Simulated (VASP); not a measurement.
# TiC (Fm-3m) in VASP: further runs

TiC is run at these levels: LDA, PBE; tasks: single point.

Everything below comes from runs of VASP 6.6.1. Logs are shortened: lines on timing, memory, paths and dates and some standing lists are left out, and cuts for length are marked.

## (1) The cell of the first run

The structure is cubic, space group Fm-3m (No. 225). The conventional cell has a = 4.385 Å, b = 4.385 Å, c = 4.385 Å, α = 90.00°, β = 90.00°, γ = 90.00°. Ti (site symmetry m-3m) has 6 C at 2.19 Å within 2.9 Å. Within 2.9 Å of C (site symmetry m-3m) lie 6 Ti at 2.19 Å.

## (2) Single point, LDA (10.54 Å³/atom)

File INCAR:

```
SYSTEM = TiC
ALGO     = Normal         ! electronic algorithm
EDIFF    = 1E-6           ! SCF threshold, eV
ENCUT    = 520            ! plane-wave cutoff, eV
GGA      = CA             ! functional
ISIF     = 2              ! what is computed and relaxed
ISMEAR   = -1             ! smearing method
LASPH    = .TRUE.         ! aspherical terms in the spheres
LCHARG   = .TRUE.         ! write CHGCAR
LELF     = .TRUE.         ! ELF
LREAL    = .FALSE.        ! projectors in reciprocal space
LVHAR    = .TRUE.       
LWAVE    = .FALSE.        ! write WAVECAR
NBANDS   = 15             ! bands
NELM     = 100            ! most SCF steps
PREC     = Accurate       ! precision mode
SIGMA    = 0.03           ! smearing width, eV
```

File KPOINTS:

```
k-points
0
G
  16 16 16
  0 0 0
```

File POSCAR:

```
TiC
1.0
    0.0000000000      2.1924769499      2.1924769499
    2.1924769499      0.0000000000      2.1924769499
    2.1924769499      2.1924769499      0.0000000000
Ti C
1 1
Direct
    0.0000000000      0.0000000000      0.0000000000
    0.5000000000      0.5000000000      0.5000000000
```

Potentials or basis: VASP PAW LDA potentials, release 64 (Ti_sv, C).

Started as:

```bash
> cat potpaw_LDA.64/Ti_sv/POTCAR potpaw_LDA.64/C/POTCAR > POTCAR
> mpirun -np 1 vasp_std > vasp.out
```

OUTCAR:

```text
SYSTEM = TiC
   EDIFF = 1E-6
   ENCUT = 520
   GGA = CA
   ISIF = 2
   ISMEAR = -1
   LASPH = .TRUE.
   LREAL = .FALSE.
   NELM = 100
   PREC = Accurate

 ion  position               nearest neighbor table
   1  0.000  0.000  0.000-   2 2.19   2 2.19   2 2.19   2 2.19   2 2.19   2 2.19
   2  0.500  0.500  0.500-   1 2.19   1 2.19   1 2.19   1 2.19   1 2.19   1 2.19

  LATTYP: Found a face centered cubic cell.
 ALAT       =     4.3849538998

  Lattice vectors:

 A1 = (   0.0000000000,   2.1924769499,   2.1924769499)
 A2 = (   2.1924769499,   0.0000000000,   2.1924769499)
 A3 = (   2.1924769499,   2.1924769499,   0.0000000000)

Analysis of symmetry for initial positions (statically):
=====================================================================
 Subroutine PRICEL returns:
 Original cell was already a primitive cell.

 Routine SETGRP: Setting up the symmetry group for a
 face centered cubic supercell.

 Subroutine GETGRP returns: Found 48 space group operations
 (whereof 48 operations were pure point group operations)
 out of a pool of 48 trial point group operations.

The static configuration has the point symmetry O_h .

Analysis of symmetry for dynamics (positions and initial velocities):
=====================================================================
 Subroutine PRICEL returns:
 Original cell was already a primitive cell.

 Routine SETGRP: Setting up the symmetry group for a
 face centered cubic supercell.

 Subroutine GETGRP returns: Found 48 space group operations
 (whereof 48 operations were pure point group operations)
 out of a pool of 48 trial point group operations.

The dynamic configuration has the point symmetry O_h .

 Subroutine INISYM returns: Found 48 space group operations
 (whereof 48 operations are pure point group operations),
 and found     1 'primitive' translations

----------------------------------------------------------------------------------------

                                     Primitive cell

  volume of cell :      21.0783

  direct lattice vectors                    reciprocal lattice vectors
     0.000000000  2.192476950  2.192476950    -0.228052569  0.228052569  0.228052569
     2.192476950  0.000000000  2.192476950     0.228052569 -0.228052569  0.228052569
     2.192476950  2.192476950  0.000000000     0.228052569  0.228052569 -0.228052569

  length of vectors
     3.100630638  3.100630638  3.100630638     0.394998636  0.394998636  0.394998636

  position of ions in fractional coordinates (direct lattice)
     0.000000000  0.000000000  0.000000000
     0.500000000  0.500000000  0.500000000

  ion indices of the primitive-cell ions
   primitive index   ion index
                 1           1
                 2           2

----------------------------------------------------------------------------------------

 KPOINTS: k-points

Automatic generation of k-mesh.
 Grid dimensions read from file:
 generate k-points for:   16   16   16

 Generating k-lattice:

  Cartesian coordinates                     Fractional coordinates (reciprocal lattice)
    -0.014253286  0.014253286  0.014253286     0.062500000  0.000000000  0.000000000
     0.014253286 -0.014253286  0.014253286     0.000000000  0.062500000  0.000000000
     0.014253286  0.014253286 -0.014253286     0.000000000  0.000000000  0.062500000

  Length of vectors
     0.024687415  0.024687415  0.024687415

  Shift w.r.t. Gamma in fractional coordinates (k-lattice)
     0.000000000  0.000000000  0.000000000

 Subroutine IBZKPT returns following result:
 ===========================================

 Found    145 irreducible k-points:

 Following reciprocal coordinates:
            Coordinates               Weight
  0.000000  0.000000  0.000000      1.000000
  0.062500  0.000000  0.000000      8.000000
  0.125000  0.000000  0.000000      8.000000
  0.187500  0.000000  0.000000      8.000000
  0.250000  0.000000  0.000000      8.000000
  0.312500  0.000000  0.000000      8.000000
[... 16 lines left out ...]
 -0.125000  0.062500  0.000000     24.000000
 -0.062500  0.062500  0.000000     12.000000
 [... further k-points ...]
   k-points           NKPTS =    145   k-points in BZ     NKDIM =    145   number of bands    NBANDS=     15
   number of dos      NEDOS =    301   number of ions     NIONS =      2
   total plane-waves  NPLWV =  13824
   dimension x,y,z NGX =    24 NGY =   24 NGZ =   24
   dimension x,y,z NGXF=    48 NGYF=   48 NGZF=   48
   ions per type =               1   1
   NGX,Y,Z   is equivalent  to a cutoff of  12.87, 12.87, 12.87 a.u.
   NGXF,Y,Z  is equivalent  to a cutoff of  25.74, 25.74, 25.74 a.u.
 SYSTEM =  TiC
   PREC   = accura    normal or accurate (medium, high low for compatibility)
   ISTART =      0    job   : 0-new  1-cont  2-samecut
   ICHARG =      2    charge: 1-file 2-atom 10-const
   ISPIN  =      1    spin polarized calculation?
   LNONCOLLINEAR =      F non collinear calculations
   LSORBIT =      F    spin-orbit coupling
   LASPH  =      T    aspherical Exc in radial PAW
   ENCUT  =  520.0 eV  38.22 Ry    6.18 a.u.   5.77  5.77  5.77*2*pi/ulx,y,z
   NELM   =    100;   NELMIN=  2; NELMDL= -5     # of ELM steps
   EDIFF  = 0.1E-05   stopping-criterion for ELM
   LREAL  =      F    real-space projection
   EDIFFG = 0.1E-04   stopping-criterion for IOM
   NSW    =      0    number of steps for IOM
   IBRION =     -1    ionic relax: 0-MD 1-quasi-New 2-CG
   NFREE  =      0    steps in history (QN), initial steepest desc. (CG)
   ISIF   =      2    stress and relaxation
   ISYM   =      2    0-nonsym 1-usesym 2-fastsym
   POTIM  = 0.5000    time-step for ionic-motion
   TEBEG  =    0.0;   TEEND  =   0.0 temperature during run
   PSTRESS=    0.0 pullay stress
   NELECT =      16.0000    total number of electrons
   NUPDOWN=      -1.0000    fix difference up-down
   EMIN   =  10.00;   EMAX   =-10.00  energy-range for DOS
   EFERMI =   0.00;   METHOD = LEGACY
   ISMEAR =    -1;   SIGMA  =   0.03  broadening in eV -4-tet -1-fermi 0-gaus
   EFERMI_NEDOS =   21; number of points for ismear=-14 and -15
   IALGO  =     38    algorithm
   IMIX   =      4    mixing-type and parameters
     AMIX     =   0.40;   BMIX     =  1.00
     AMIX_MAG =   1.60;   BMIX_MAG =  1.00
  volume/ion in A,a.u.               =      10.54        71.12
  Fermi-wavevector in a.u.,A,eV,Ry     =   1.493378  2.822075 30.343418  2.230178
  Thomas-Fermi vector in A             =   2.605786
   LORBIT       =      0    0 simple, 1 ext, 2 COOP (PROOUT), +10 PAW based schemes
   GGA     = CA    functional components
   LHFCALC =     F    Hartree Fock is set to
   AEXX    =    0.0000 exact exchange contribution
   IVDW    =     0    specifies the selected vdW correction
   LEPSILON=     F    determine dielectric tensor
   LRPA    =     F    only Hartree local field effects (RPA)
 non-spin polarized calculation
  energy-cutoff  :      520.00
  volume of cell :       21.08
 maximum number of plane-waves:       588
   NGX = 11   NGY = 11   NGZ = 11

 number of electron      15.9999996 magnetization

 Free energy of the ion-electron system (eV)
  ---------------------------------------------------
  ext. energy  EPLUGINS =         0.00000000
  ---------------------------------------------------
  free energy    TOTEN  =       -20.42770936 eV

  energy without entropy =      -20.42634683  energy(sigma->0) =      -20.42702810

 E-fermi :   8.7801     XC(G=0): -12.7883

 val. band max:        8.7800314676   @ k =  -0.0625   0.0625   0.0000
 cond. band min:       8.7901830512   @ k =   0.1250   0.0625   0.0000
 fundamental gap:      0.0101515837
 Fermi energy:         8.7801452232

 k-point     1 :       0.0000    0.0000    0.0000
  band No.  band energies     occupation
      1     -47.1783      2.00000
      2     -23.6036      2.00000
      3     -23.6036      2.00000
      4     -23.6036      2.00000
      5      -3.2403      2.00000
      6       9.4168      0.00000
      7       9.4168      0.00000
      8       9.4168      0.00000
      9      10.4361      0.00000
     10      10.4361      0.00000
     11      10.4423      0.00000
     12      10.4423      0.00000
     13      10.4423      0.00000
     14      18.8649      0.00000
     15      22.7040      0.00000

 k-point     2 :       0.0625    0.0000    0.0000
  band No.  band energies     occupation
      1     -47.1758      2.00000
      2     -23.6213      2.00000
      3     -23.6053      2.00000
      4     -23.6053      2.00000
      5      -3.1552      2.00000
      6       9.0103      0.00093
      7       9.2435      0.00000
      8       9.2435      0.00000
      9       9.7701      0.00000
     10       9.7701      0.00000
     11      10.6499      0.00000
     12      11.4038      0.00000
     13      11.4038      0.00000
     14      19.0206      0.00000
     15      22.7262      0.00000

 k-point     3 :       0.1250    0.0000    0.0000
  band No.  band energies     occupation
      1     -47.1688      2.00000
      2     -23.6714      2.00000
      3     -23.6102      2.00000
      4     -23.6102      2.00000
      5      -2.9048      2.00000
      6       8.1795      2.00000
      7       8.5276      1.99956
      8       8.5276      1.99956
      9       9.8240      0.00000
     10       9.8240      0.00000
     11      10.9478      0.00000
     12      12.4211      0.00000
     13      12.4211      0.00000
     14      19.4009      0.00000
     15      22.7054      0.00000

 k-point     4 :       0.1875    0.0000    0.0000
  band No.  band energies     occupation
      1     -47.1581      2.00000
      2     -23.7456      2.00000
      3     -23.6174      2.00000
      4     -23.6174      2.00000
      5      -2.5044      2.00000
      6       7.1925      2.00000
      7       7.7998      2.00000
      8       7.7998      2.00000
      9      10.0901      0.00000
     10      10.0901      0.00000
     11      11.2133      0.00000
     12      13.4369      0.00000
     13      13.4369      0.00000
     14      19.7232      0.00000
     15      22.6095      0.00000
[... 307 lines left out ...]
 k-point    22 :      -0.1875    0.0625    0.0000
  band No.  band energies     occupation
      1     -47.1523      2.00000
      2     -23.7768      2.00000
      3     -23.6378      2.00000
      4     -23.6143      2.00000
      5      -2.2804      2.00000
      6       6.7466      2.00000
      7       7.3921      2.00000
      8       7.6325      2.00000
      9      10.0083      0.00000
     10      10.4873      0.00000
     11      11.4626      0.00000
     12      13.1937      0.00000
     13      14.3272      0.00000
     14      19.8673      0.00000
     15      22.5718      0.00000

 k-point    23 :      -0.1250    0.0625    0.0000
  band No.  band energies     occupation
      1     -47.1636      2.00000
      2     -23.7006      2.00000
      3     -23.6268      2.00000
      4     -23.6080      2.00000
      5      -2.7181      2.00000
      6       7.7169      2.00000
      7       8.0438      2.00000
      8       8.2242      2.00000
      9       9.7107      0.00000
     10      10.2501      0.00000
     11      11.2462      0.00000
     12      12.2663      0.00000
     13      13.3490      0.00000
     14      19.6580      0.00000
     15      22.6627      0.00000

 k-point    24 :      -0.0625    0.0625    0.0000
  band No.  band energies     occupation
      1     -47.1718      2.00000
      2     -23.6458      2.00000
      3     -23.6154      2.00000
      4     -23.6048      2.00000
      5      -3.0158      2.00000
      6       8.5813      1.99736
      7       8.7503      1.46037
      8       8.7800      1.00190
      9       9.5223      0.00000
     10      10.0966      0.00000
     11      10.9848      0.00000
     12      11.5121      0.00000
     13      12.3494      0.00000
     14      19.2600      0.00000
     15      22.7383      0.00000

 [... further k-points ...]
[... 5 lines left out ...]
  --------------------------------------------------------------------------------------
  -------------------------------------------------------------------------------------
  Total       -2.6240049     -2.6240049     -2.6240049      0.0000000      0.0000000     -0.0000000
  in kB     -199.4527884   -199.4527884   -199.4527884      0.0000000      0.0000000     -0.0000000
  external PRESSURE =    -199.4527884 kB  Pullay stress =       0.0000000 kB

 VOLUME and BASIS-vectors are now :
 -----------------------------------------------------------------------------
  energy-cutoff  :      520.00
  volume of cell :       21.08
      direct lattice vectors                 reciprocal lattice vectors
     0.000000000  2.192476950  2.192476950    -0.228052569  0.228052569  0.228052569
     2.192476950  0.000000000  2.192476950     0.228052569 -0.228052569  0.228052569
     2.192476950  2.192476950  0.000000000     0.228052569  0.228052569 -0.228052569

 POSITION                                       TOTAL-FORCE (eV/Angst)
 -----------------------------------------------------------------------------------
      0.00000      0.00000      0.00000         0.000000      0.000000      0.000000
      2.19248      2.19248      2.19248         0.000000      0.000000      0.000000
 -----------------------------------------------------------------------------------
    total drift:                                0.000000     -0.000000     -0.000000

  FREE ENERGIE OF THE ION-ELECTRON SYSTEM (eV)
  ---------------------------------------------------
  free  energy   TOTEN  =       -20.4277093639 eV

  energy  without entropy=      -20.4263468309  energy(sigma->0) =      -20.42702810
```

Run time: 20 s. Hardware: 1 thread of Intel Xeon Platinum 8488C (Sapphire Rapids), shared host; peak memory 0.16 GiB.

Results:

* Free energy: -20.4277 eV
* Pressure: -19.9 GPa
* Band gap on the k mesh: zero (bands 8 and 9 overlap by 1.02 eV)

Caveat: the cell stands under tension.

## (3) Single point, LDA, collinear spin, zero start

File INCAR:

```
PREC = Accurate ; ENCUT = 520
EDIFF = 1E-7 ; ISMEAR = -1
SIGMA = 0.03 ; LREAL = False
LASPH = True ; NELM = 150
ALGO = Normal ; ISIF = 2
LWAVE = False ; LCHARG = True
ISPIN = 2 ; MAGMOM = 0 0
LORBIT = 11 ; LMAXMIX = 4
GGA = CA ; LELF = True
LVHAR = True ; NBANDS = 19
```

File KPOINTS:

```
regular mesh
0
Gamma
  16 16 16
```

POSCAR is that of step 2.

Potentials or basis: VASP PAW LDA potentials, release 64 (Ti_sv, C).

Started as:

```bash
> cat potpaw_LDA.64/Ti_sv/POTCAR potpaw_LDA.64/C/POTCAR > POTCAR
> mpirun -np 1 vasp_std > vasp.out
```

Run time: 55 s. Hardware: 1 thread of Intel Xeon Platinum 8488C (Sapphire Rapids), shared host; peak memory 0.2 GiB.

The run converged. Its results:

```
Free energy                                           : -20.4277 eV
Pressure                                              : -19.8 GPa
Band gap on the k mesh                                : zero (filled and empty bands overlap)
Net moment                                            : 0.00 μB per cell
Valence electrons inside the program's atomic spheres : Ti 10.36; C 2.36
```

Levels at points of the mesh, in eV from the Fermi level:
Spin up:
| k point | band 6 | band 7 | band 8 | band 9 | band 10 | band 11 |
| --- | --- | --- | --- | --- | --- | --- |
| (0.00, 0.00, 0.00) | 0.64 | 0.64 | 0.64 | 1.66 | 1.66 | 1.66 |
| (0.50, 0.00, 0.00) | -5.64 | -2.76 | -2.76 | 2.75 | 2.75 | 3.88 |
| (0.50, 0.50, 0.00) | -3.32 | -1.55 | -0.01 | -0.01 | 2.60 | 3.31 |
Spin down:
| k point | band 4 | band 5 | band 6 | band 7 | band 8 | band 9 | band 10 | band 11 | band 12 | band 13 |
| --- | --- | --- | --- | --- | --- | --- | --- | --- | --- | --- |
| (0.00, 0.00, 0.00) | -32.38 | -12.02 | 0.64 | 0.64 | 0.64 | 1.66 | 1.66 | 1.66 | 1.66 | 1.66 |
| (0.50, 0.00, 0.00) | -32.43 | -8.66 | -5.64 | -2.76 | -2.76 | 2.75 | 2.75 | 3.88 | 7.84 | 7.84 |
| (0.50, 0.50, 0.00) | -32.54 | -9.76 | -3.32 | -1.55 | -0.01 | -0.01 | 2.60 | 3.31 | 3.31 | 5.55 |

Caveat: the cell stands under tension.

## (4) Single point, PBE, non-collinear spin, zero start, spin-orbit coupling

This run uses another cell than the first one, of 10.13 Å³/atom.

File INCAR:

```
SYSTEM = TiC
PREC     = Accurate       ! precision mode
ENCUT    = 520            ! plane-wave cutoff, eV
EDIFF    = 1E-6           ! SCF threshold, eV
ISMEAR   = -1             ! smearing method
SIGMA    = 0.03           ! smearing width, eV
LREAL    = .FALSE.        ! projectors in reciprocal space
LASPH    = .TRUE.         ! aspherical terms in the spheres
NELM     = 150            ! most SCF steps
ALGO     = Normal         ! electronic algorithm
ISIF     = 2              ! what is computed and relaxed
LWAVE    = .FALSE.        ! write WAVECAR
LCHARG   = .TRUE.         ! write CHGCAR
MAGMOM   = 0 0 0 0 0 0    ! initial moments
LORBIT   = 11             ! projections on sites
LSORBIT  = .TRUE.         ! spin-orbit coupling
GGA_COMPAT= .FALSE.      
LORBMOM  = .TRUE.       
LMAXMIX  = 4              ! l up to which the mixer works
GGA      = PE             ! functional
LVHAR    = .TRUE.       
NBANDS   = 28             ! bands
```

File KPOINTS:

```
regular mesh
0
G
  16 16 16
  0 0 0
```

File POSCAR:

```
TiC
1.0
    0.0000000000      2.1640000000      2.1640000000
    2.1640000000      0.0000000000      2.1640000000
    2.1640000000      2.1640000000      0.0000000000
Ti C
1 1
Direct
    0.0000000000      0.0000000000      0.0000000000
    0.5000000000      0.5000000000      0.5000000000
```

Potentials or basis: VASP PAW PBE potentials, release 64 (Ti_sv, C).

Started as:

```bash
> cat potpaw_PBE.64/Ti_sv/POTCAR potpaw_PBE.64/C/POTCAR > POTCAR
> mpirun -np 1 vasp_ncl > vasp.out
```

It took 2.3 min on 1 thread of Intel Xeon Platinum 8488C (Sapphire Rapids), shared host; peak memory 0.28 GiB.

It converged, with:

| Property | Result |
| --- | --- |
| Free energy | -18.7140 eV |
| Pressure | 1.1 GPa |
| Net moment | 0.00 μB per cell |
| Valence electrons inside the program's atomic spheres | Ti 10.40; C 2.40 |

Moments on the atoms (μB; x, y, z):
```
Ti  0.00 0.00 0.00
C   0.00 0.00 0.00
```

## (5) Overview

| level | potentials or basis | spin | cell | gap on the mesh (eV) | pressure (GPa) | moment (μB) |
| --- | --- | --- | --- | --- | --- | --- |
| LDA | VASP PAW LDA potentials, release 64 (Ti_sv, C) | off | a = 3.101 Å, angles 60.0°, 2 atoms | none | -19.9 | - |
| LDA | VASP PAW LDA potentials, release 64 (Ti_sv, C) | collinear, zero start | a = 3.101 Å, angles 60.0°, 2 atoms | none | -19.8 | 0.00 |
| PBE | VASP PAW PBE potentials, release 64 (Ti_sv, C) | non-collinear, zero start, SOC | a = 3.060 Å, angles 60.0°, 2 atoms | - | 1.1 | 0.00 |

Alike in all rows: task single point; k mesh 16 × 16 × 16; cutoff (eV) 520; smearing fermi-dirac 0.03 eV.

Caveats: the cell stands under tension (at least some runs).

Absolute energies hang on the potentials; compare differences alone.
